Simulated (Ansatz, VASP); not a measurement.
## One calculation of BN, two programs

```xyz
4
Lattice="2.5040 0.0000 0.0000 -1.2520 2.1685 0.0000 0.0000 0.0000 6.6612" Properties=species:S:1:pos:R:3 pbc="T T T"
B     0.0000    1.4457    1.6653
B     1.2520    0.7228    4.9959
N     0.0866    1.4957    4.9959
N     1.2520    0.7228    1.6653
```

Alike in both runs: task single point; functional PBE; k mesh 12 × 12 × 4; occupations gaussian, width 0.05 eV; no spin polarisation.

```csv
,VASP,Ansatz
version,VASP 6.6.1,Ansatz 0.2.0
potentials or method,"VASP PAW PBE potentials, release 64 (B, N), cutoff 520 eV","scalar-relativistic, plane waves, PAW"
valence electrons in the cell,16,16
```

VASP gave:

| Quantity | Value |
| --- | --- |
| gap on the k mesh at the Fermi level (eV) | 4.20 |
| least direct gap on the mesh (eV) | 4.61 |
| pressure (GPa) | 5.1 |
| traceless stress, the component that is largest in VASP (GPa) | -4.44 |
| rms of the force components (eV/Å) | 1.432 |

**Question.** What did Ansatz give for the same quantities?

**Answer.** gap on the k mesh at the Fermi level (eV): 4.20; least direct gap on the mesh (eV): 4.61; pressure (GPa): 5.0; traceless stress, the component that is largest in VASP (GPa): -4.43; rms of the force components (eV/Å): 1.436.

Atom by atom the forces differ by 0.004 eV/Å (rms over components). The functional is the same, so the differences come from potentials, cutoffs and numerics.
